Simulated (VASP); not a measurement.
# MgPtS3 (Pmm2) in VASP: single point with PBE

Aim: the single point of MgPtS3 with PBE.

All numbers are computed with VASP 6.6.1; they aren't measurements. Logs are shortened: lines on timing, memory, paths and dates and some standing lists are left out, and cuts for length are marked.

### Step 1. The cell of the first run

The structure is orthorhombic, space group Pmm2 (No. 25). The conventional cell has a = 3.433 Å, b = 3.779 Å, c = 6.787 Å, α = 90.00°, β = 90.00°, γ = 90.00°. Mg (site symmetry mm2) has 7 S at 2.62 to 2.65 Å and 2 Mg at 3.43 Å within 3.5 Å. Pt (site symmetry mm2) has 7 S at 2.40 to 2.59 Å within 3.2 Å. Within 3.5 Å of S (site symmetry mm2) lie 4 Pt at 2.59 Å and 1 Mg at 2.65 Å and 8 S at 3.00 to 3.43 Å. S (site symmetry mm2) has 1 Pt at 2.40 Å and 4 Mg at 2.64 Å and 6 S at 3.02 to 3.23 Å within 3.3 Å. Within 3.5 Å of S (site symmetry mm2) lie 2 Pt at 2.57 Å and 2 Mg at 2.62 Å and 6 S at 3.00 to 3.43 Å.

### Step 2. Single point, PBE

The input, INCAR:

```
SYSTEM = MgPtS3
PREC = Accurate ; ENCUT = 840
EDIFF = 1E-6 ; ISMEAR = 0
SIGMA = 0.15 ; LREAL = .FALSE.
LASPH = .TRUE. ; NELM = 120
ALGO = Normal ; ISIF = 2
LWAVE = .FALSE. ; LCHARG = .TRUE.
GGA = PE ; LELF = .TRUE.
LVHAR = .TRUE. ; NBANDS = 31
GGA_COMPAT = .FALSE.
```

The input, KPOINTS:

```
Automatic mesh
0
G
  3 3 2
  0 0 0
```

The input, POSCAR:

```
MgPtS3
1.0
    3.7792568328      0.0000000000      0.0000000000
    0.0000000000      3.4327792469      0.0000000000
    0.0000000000      0.0000000000      6.7873734314
Mg Pt S
1 1 3
Direct
    0.0000000000      0.5000000000      0.7344720707
    0.5000000000      0.0000000000      0.2830729251
    0.0000000000      0.5000000000      0.3445544533
    0.5000000000      0.0000000000      0.6361518578
    0.5000000000      0.5000000000      0.0017486932
```

Potentials or basis: VASP PAW PBE potentials, release 64 (Mg_sv, Pt_sv_GW, S).

Launch:

```
$ cat potpaw_PBE.64/Mg_sv/POTCAR potpaw_PBE.64/Pt_sv_GW/POTCAR potpaw_PBE.64/S/POTCAR > POTCAR
$ mpirun -np 1 vasp_std > vasp.out
```

OUTCAR:

```text
SYSTEM = MgPtS3
   PREC = Accurate
   ENCUT = 840
   EDIFF = 1E-6
   ISMEAR = 0
   LREAL = .FALSE.
   LASPH = .TRUE.
   NELM = 120
   ISIF = 2
   GGA = PE

 ion  position               nearest neighbor table
   1  0.000  0.500  0.734-
   2  0.500  0.000  0.283-   4 2.40   5 2.57   5 2.57   3 2.59   3 2.59   3 2.59   3 2.59
   3  0.000  0.500  0.345-   2 2.59   2 2.59   2 2.59   2 2.59
   4  0.500  0.000  0.636-   2 2.40
   5  0.500  0.500  0.002-   2 2.57   2 2.57

  LATTYP: Found a simple orthorhombic cell.
 ALAT       =     3.4327792469
 B/A-ratio  =     1.1009320906
 C/A-ratio  =     1.9772239760

  Lattice vectors:

 A1 = (   0.0000000000,  -3.4327792469,   0.0000000000)
 A2 = (   3.7792568328,   0.0000000000,   0.0000000000)
 A3 = (   0.0000000000,   0.0000000000,   6.7873734314)

Analysis of symmetry for initial positions (statically):
=====================================================================
 Subroutine PRICEL returns:
 Original cell was already a primitive cell.

 Routine SETGRP: Setting up the symmetry group for a
 simple orthorhombic supercell.

 Subroutine GETGRP returns: Found  4 space group operations
 (whereof  4 operations were pure point group operations)
 out of a pool of  8 trial point group operations.

The static configuration has the point symmetry C_2v.

Analysis of symmetry for dynamics (positions and initial velocities):
=====================================================================
 Subroutine PRICEL returns:
 Original cell was already a primitive cell.

 Routine SETGRP: Setting up the symmetry group for a
 simple orthorhombic supercell.

 Subroutine GETGRP returns: Found  4 space group operations
 (whereof  4 operations were pure point group operations)
 out of a pool of  8 trial point group operations.

The dynamic configuration has the point symmetry C_2v.

 Subroutine INISYM returns: Found  4 space group operations
 (whereof  4 operations are pure point group operations),
 and found     1 'primitive' translations

----------------------------------------------------------------------------------------

                                     Primitive cell

  volume of cell :      88.0550

  direct lattice vectors                    reciprocal lattice vectors
     3.779256833  0.000000000  0.000000000     0.264602287  0.000000000  0.000000000
     0.000000000  3.432779247  0.000000000     0.000000000  0.291309149  0.000000000
     0.000000000  0.000000000  6.787373431     0.000000000  0.000000000  0.147332397

  length of vectors
     3.779256833  3.432779247  6.787373431     0.264602287  0.291309149  0.147332397

  position of ions in fractional coordinates (direct lattice)
     0.000000000  0.500000000  0.734472071
     0.500000000  0.000000000  0.283072925
     0.000000000  0.500000000  0.344554453
     0.500000000  0.000000000  0.636151858
     0.500000000  0.500000000  0.001748693

  ion indices of the primitive-cell ions
   primitive index   ion index
                 1           1
                 2           2
                 3           3
                 4           4
                 5           5

----------------------------------------------------------------------------------------

 KPOINTS: Automatic mesh

Automatic generation of k-mesh.
 Grid dimensions read from file:
 generate k-points for:    3    3    2

 Generating k-lattice:

  Cartesian coordinates                     Fractional coordinates (reciprocal lattice)
     0.088200762  0.000000000  0.000000000     0.333333333  0.000000000  0.000000000
     0.000000000  0.097103050  0.000000000     0.000000000  0.333333333  0.000000000
     0.000000000  0.000000000  0.073666199     0.000000000  0.000000000  0.500000000

  Length of vectors
     0.088200762  0.097103050  0.073666199

  Shift w.r.t. Gamma in fractional coordinates (k-lattice)
     0.000000000  0.000000000  0.000000000

 Subroutine IBZKPT returns following result:
 ===========================================

 Found      8 irreducible k-points:

 Following reciprocal coordinates:
            Coordinates               Weight
  0.000000  0.000000  0.000000      1.000000
  0.333333  0.000000  0.000000      2.000000
  0.000000  0.333333  0.000000      2.000000
  0.333333  0.333333  0.000000      4.000000
  0.000000  0.000000  0.500000      1.000000
  0.333333  0.000000  0.500000      2.000000
  0.000000  0.333333  0.500000      2.000000
  0.333333  0.333333  0.500000      4.000000
   k-points           NKPTS =      8   k-points in BZ     NKDIM =      8   number of bands    NBANDS=     31
   number of dos      NEDOS =    301   number of ions     NIONS =      5
   total plane-waves  NPLWV =  73728
   dimension x,y,z NGX =    36 NGY =   32 NGZ =   64
   dimension x,y,z NGXF=    72 NGYF=   64 NGZF=  128
   ions per type =               1   1   3
   NGX,Y,Z   is equivalent  to a cutoff of  15.84, 15.50, 15.68 a.u.
   NGXF,Y,Z  is equivalent  to a cutoff of  31.67, 30.99, 31.35 a.u.
 SYSTEM =  MgPtS3
   PREC   = accura    normal or accurate (medium, high low for compatibility)
   ISTART =      0    job   : 0-new  1-cont  2-samecut
   ICHARG =      2    charge: 1-file 2-atom 10-const
   ISPIN  =      1    spin polarized calculation?
   LNONCOLLINEAR =      F non collinear calculations
   LSORBIT =      F    spin-orbit coupling
   LASPH  =      T    aspherical Exc in radial PAW
   ENCUT  =  840.0 eV  61.74 Ry    7.86 a.u.   8.93  8.11 16.04*2*pi/ulx,y,z
   NELM   =    120;   NELMIN=  2; NELMDL= -5     # of ELM steps
   EDIFF  = 0.1E-05   stopping-criterion for ELM
   LREAL  =      F    real-space projection
   EDIFFG = 0.1E-04   stopping-criterion for IOM
   NSW    =      0    number of steps for IOM
   IBRION =     -1    ionic relax: 0-MD 1-quasi-New 2-CG
   NFREE  =      0    steps in history (QN), initial steepest desc. (CG)
   ISIF   =      2    stress and relaxation
   ISYM   =      2    0-nonsym 1-usesym 2-fastsym
   POTIM  = 0.5000    time-step for ionic-motion
   TEBEG  =    0.0;   TEEND  =   0.0 temperature during run
   PSTRESS=    0.0 pullay stress
   NELECT =      46.0000    total number of electrons
   NUPDOWN=      -1.0000    fix difference up-down
   EMIN   =  10.00;   EMAX   =-10.00  energy-range for DOS
   EFERMI =   0.00;   METHOD = LEGACY
   ISMEAR =     0;   SIGMA  =   0.15  broadening in eV -4-tet -1-fermi 0-gaus
   EFERMI_NEDOS =   21; number of points for ismear=-14 and -15
   IALGO  =     38    algorithm
   IMIX   =      4    mixing-type and parameters
     AMIX     =   0.40;   BMIX     =  1.00
     AMIX_MAG =   1.60;   BMIX_MAG =  1.00
  volume/ion in A,a.u.               =      17.61       118.84
  Fermi-wavevector in a.u.,A,eV,Ry     =   1.318488  2.491581 23.652503  1.738410
  Thomas-Fermi vector in A             =   2.448454
   LORBIT       =      0    0 simple, 1 ext, 2 COOP (PROOUT), +10 PAW based schemes
   GGA     = PE    functional components
   LHFCALC =     F    Hartree Fock is set to
   AEXX    =    0.0000 exact exchange contribution
   IVDW    =     0    specifies the selected vdW correction
   LEPSILON=     F    determine dielectric tensor
   LRPA    =     F    only Hartree local field effects (RPA)
 non-spin polarized calculation
 Gauss-broadening in eV      SIGMA  =   0.15
  energy-cutoff  :      840.00
  volume of cell :       88.06
 maximum number of plane-waves:      4884
 NGX is ok and might be reduce to    36
   NGX = 17   NGY = 17   NGZ = 33

 number of electron      45.9999985 magnetization

 Free energy of the ion-electron system (eV)
  ---------------------------------------------------
  ext. energy  EPLUGINS =         0.00000000
  ---------------------------------------------------
  free energy    TOTEN  =       -21.51509714 eV

  energy without entropy =      -21.47349655  energy(sigma->0) =      -21.49429684

 E-fermi :   5.9431     XC(G=0): -10.6536

 val. band max:        5.8816247153   @ k =   0.3333   0.0000   0.0000
 cond. band min:       5.9902665809   @ k =   0.3333   0.3333   0.5000
 fundamental gap:      0.1086418656
 Fermi energy:         5.9431281634

 k-point     1 :       0.0000    0.0000    0.0000
  band No.  band energies     occupation
      1     -92.9739      2.00000
      2     -69.3983      2.00000
      3     -47.1577      2.00000
      4     -47.1539      2.00000
      5     -46.9677      2.00000
      6     -36.1819      2.00000
[... 23 lines left out ...]
     30      14.0547      0.00000
     31      14.4198      0.00000

 k-point     2 :       0.3333    0.0000    0.0000
  band No.  band energies     occupation
      1     -92.9738      2.00000
      2     -69.3983      2.00000
      3     -47.1575      2.00000
      4     -47.1536      2.00000
      5     -46.9719      2.00000
      6     -36.1817      2.00000
[... 23 lines left out ...]
     30      13.6329      0.00000
     31      13.9796      0.00000

 k-point     3 :       0.0000    0.3333    0.0000
  band No.  band energies     occupation
      1     -92.9736      2.00000
      2     -69.3981      2.00000
      3     -47.1691      2.00000
      4     -47.1565      2.00000
      5     -46.9664      2.00000
      6     -36.1875      2.00000
[... 23 lines left out ...]
     30      12.7442      0.00000
     31      13.8769      0.00000

 k-point     4 :       0.3333    0.3333    0.0000
  band No.  band energies     occupation
      1     -92.9736      2.00000
      2     -69.3981      2.00000
      3     -47.1687      2.00000
      4     -47.1562      2.00000
      5     -46.9704      2.00000
      6     -36.1873      2.00000
[... 23 lines left out ...]
     30      13.9014      0.00000
     31      13.9368      0.00000

 k-point     5 :       0.0000    0.0000    0.5000
  band No.  band energies     occupation
      1     -92.9739      2.00000
      2     -69.3984      2.00000
      3     -47.1578      2.00000
      4     -47.1539      2.00000
      5     -46.9677      2.00000
      6     -36.1819      2.00000
[... 23 lines left out ...]
     30      13.7885      0.00000
     31      14.0765      0.00000

 k-point     6 :       0.3333    0.0000    0.5000
  band No.  band energies     occupation
      1     -92.9738      2.00000
      2     -69.3983      2.00000
      3     -47.1575      2.00000
      4     -47.1536      2.00000
      5     -46.9719      2.00000
      6     -36.1817      2.00000
[... 23 lines left out ...]
     30      13.6757      0.00000
     31      13.6936      0.00000

 k-point     7 :       0.0000    0.3333    0.5000
  band No.  band energies     occupation
      1     -92.9736      2.00000
      2     -69.3981      2.00000
      3     -47.1691      2.00000
      4     -47.1565      2.00000
      5     -46.9664      2.00000
      6     -36.1875      2.00000
[... 23 lines left out ...]
     30      12.9877      0.00000
     31      13.6179      0.00000

 k-point     8 :       0.3333    0.3333    0.5000
  band No.  band energies     occupation
      1     -92.9736      2.00000
      2     -69.3981      2.00000
      3     -47.1687      2.00000
      4     -47.1562      2.00000
      5     -46.9704      2.00000
      6     -36.1873      2.00000
[... 23 lines left out ...]
     30      14.3942      0.00000
     31      14.6443      0.00000

------------------------ aborting loop because EDIFF is reached ----------------------------------------

  FORCE on cell =-STRESS in cart. coord.  units (eV):
  Direction    XX          YY          ZZ          XY          YZ          ZX
  --------------------------------------------------------------------------------------
  -------------------------------------------------------------------------------------
  Total        0.0481264      0.0351524      0.1038296      0.0000000      0.0000000      0.0000000
  in kB        0.8756680      0.6396038      1.8891988      0.0000000      0.0000000      0.0000000
  external PRESSURE =       1.1348236 kB  Pullay stress =       0.0000000 kB

 VOLUME and BASIS-vectors are now :
 -----------------------------------------------------------------------------
  energy-cutoff  :      840.00
  volume of cell :       88.06
      direct lattice vectors                 reciprocal lattice vectors
     3.779256833  0.000000000  0.000000000     0.264602287  0.000000000  0.000000000
     0.000000000  3.432779247  0.000000000     0.000000000  0.291309149  0.000000000
     0.000000000  0.000000000  6.787373431     0.000000000  0.000000000  0.147332397

 POSITION                                       TOTAL-FORCE (eV/Angst)
 -----------------------------------------------------------------------------------
      0.00000      1.71639      4.98514         0.000000      0.000000      0.041917
      1.88963      0.00000      1.92132         0.000000      0.000000      0.030439
      0.00000      1.71639      2.33862         0.000000      0.000000     -0.021580
      1.88963      0.00000      4.31780         0.000000      0.000000     -0.076526
      1.88963      1.71639      0.01187         0.000000      0.000000      0.025750
 -----------------------------------------------------------------------------------
    total drift:                                0.000000     -0.000000     -0.000157

  FREE ENERGIE OF THE ION-ELECTRON SYSTEM (eV)
  ---------------------------------------------------
  free  energy   TOTEN  =       -21.5150971410 eV

  energy  without entropy=      -21.4734965453  energy(sigma->0) =      -21.49429684
```

Wall time 42 s (1 thread of Intel Xeon Platinum 8259CL at 2.50GHz (Skylake/Cascade Lake), shared host); peak memory 0.27 GiB.

What came out:

- Free energy: -21.5151 eV
- Pressure: 0.1 GPa
- Largest force: 0.077 eV/Å
- Band gap on the k mesh: zero (bands 23 and 24 overlap by 0.92 eV)

Forces in eV/Å, atoms in the order of the input:
```
Mg   0.000  0.000  0.042
Pt   0.000  0.000  0.030
S    0.000  0.000 -0.022
S    0.000  0.000 -0.077
S    0.000  0.000  0.026
```

Caveat: the k points lie up to 0.61 Å⁻¹ apart, too coarse for converged energies and pressures of a metal; spin-orbit coupling is left out, which moves the levels of the heavy elements.

The gap in the log of VASP goes by the Fermi energy; the results here count the filled bands.